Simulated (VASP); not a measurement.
Al (a cell with a defect), 33 atoms in the cell. The cell holds a defect, 33 atoms: a = 8.100 Å, b = 8.100 Å, c = 8.100 Å, α = 90.00°, β = 90.00°, γ = 90.00°. 

| Property | Result |
| --- | --- |
| Program | VASP 6.6.1 |
| Task | single point |
| Functional | PBEsol |
| Potentials or basis | VASP PAW PBE potentials, release 64 (Al) |
| Cutoff | 520 eV |
| k mesh | 3 × 3 × 3 |
| Occupations | gaussian, width 0.05 eV |
| Spin | no spin polarisation |
| Dipole correction | no |
| Further INCAR settings | LREAL = Auto; ALGO = Normal; EDIFF = 1e-06; NBANDS = 72 |

Potentials or basis: VASP PAW PBE potentials, release 64 (Al).

Run with:

```bash
$ cat potpaw_PBE.64/Al/POTCAR > POTCAR
$ mpirun -np 1 vasp_std > vasp.out
```

Hardware: 1 thread of Intel(R) Xeon(R) 6975P-C (Granite Rapids) (shared host).

Question: Estimate the wall time of this run.

Answer: It took 5.4 min on 1 thread of Intel(R) Xeon(R) 6975P-C (Granite Rapids) (shared host), peak memory 0.64 GiB. Counts: scf iterations 13, k points 14.
